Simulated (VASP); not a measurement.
MgH2, 6 atoms in the cell. It takes space group P4_2/mnm (No. 136, tetragonal). The conventional cell has a = 4.477 Å, b = 4.477 Å, c = 3.008 Å, α = 90.00°, β = 90.00°, γ = 90.00°. Within 2.6 Å of Mg (site symmetry mmm) lie 6 H at 1.93 to 1.95 Å. Within 2.6 Å of H (site symmetry m2m) lie 3 Mg at 1.93 to 1.95 Å and 1 H at 2.48 Å. 

- Program: VASP 6.6.1
- Task: vibrations by perturbation theory
- Functional: PBEsol
- Potentials or basis: VASP PAW PBE potentials, release 64 (Mg, H)
- Cutoff: 600 eV
- k mesh: 6 × 6 × 8
- Occupations: gaussian, width 0.01 eV
- Spin: no spin polarisation
- Dipole correction: no
- Further INCAR settings: ALGO = Normal; EDIFF = 1e-08; IBRION = 8; NSW = 1

Potentials or basis: VASP PAW PBE potentials, release 64 (Mg, H).

Run with:

```sh
$ cat potpaw_PBE.64/Mg/POTCAR potpaw_PBE.64/H/POTCAR > POTCAR
$ mpirun -np 1 vasp_std > vasp.out
```

Hardware: 1 thread of Intel(R) Xeon(R) Platinum 8488C (Sapphire Rapids), on a shared host.

**Question.** How long does it take, and how much memory?

**Answer.** Wall time 3.8 min on 1 thread of Intel(R) Xeon(R) Platinum 8488C (Sapphire Rapids) (shared host), peak memory 0.42 GiB. Counts: scf iterations 121, k points 50.
